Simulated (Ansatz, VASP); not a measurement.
# Two plane-wave programs on Sc2Ta3O

```
CELL_PARAMETERS angstrom
-2.45627 2.45627 4.69653
2.45627 -2.45627 4.69653
2.45627 2.45627 -4.69653
ATOMIC_POSITIONS crystal
Sc 0.50000 0.00000 0.50000
Sc 0.00000 0.50000 0.50000
Ta 0.27836 0.27836 0.00000
Ta 0.72164 0.72164 0.00000
Ta 0.00000 0.00000 0.00000
O 0.50000 0.50000 0.00000
```

Alike in both runs: functional PBE; k mesh 6 × 6 × 6; occupations gaussian, width 0.1 eV; no spin polarisation.

Ansatz relaxed the structure, and its values are those at the end. VASP's run is a single point on that final structure, the one shown.

```csv
,VASP,Ansatz
version,VASP 6.6.1,Ansatz 0.2.0
potentials or method,"VASP PAW PBE potentials, release 64 (Sc_sv, Ta_pv, O), cutoff 520 eV","scalar-relativistic, plane waves, PAW"
valence electrons in the cell,61,67
```

```csv
,VASP,Ansatz,Ansatz less VASP
gap on the k mesh at the Fermi level (eV),none,none,-
pressure (GPa),0.4,0.1,-0.31
rms of the force components (eV/Å),0.010,0.000,-0.0100
```

A gap of «none» marks a metal or a gap that the smearing closes. The functional is the same, so the differences come from potentials, cutoffs and numerics. VASP's potentials hold 61 valence electrons a cell and Ansatz's 67, so a difference there can come from the potentials and not from the codes.

Spin-orbit coupling is off throughout.
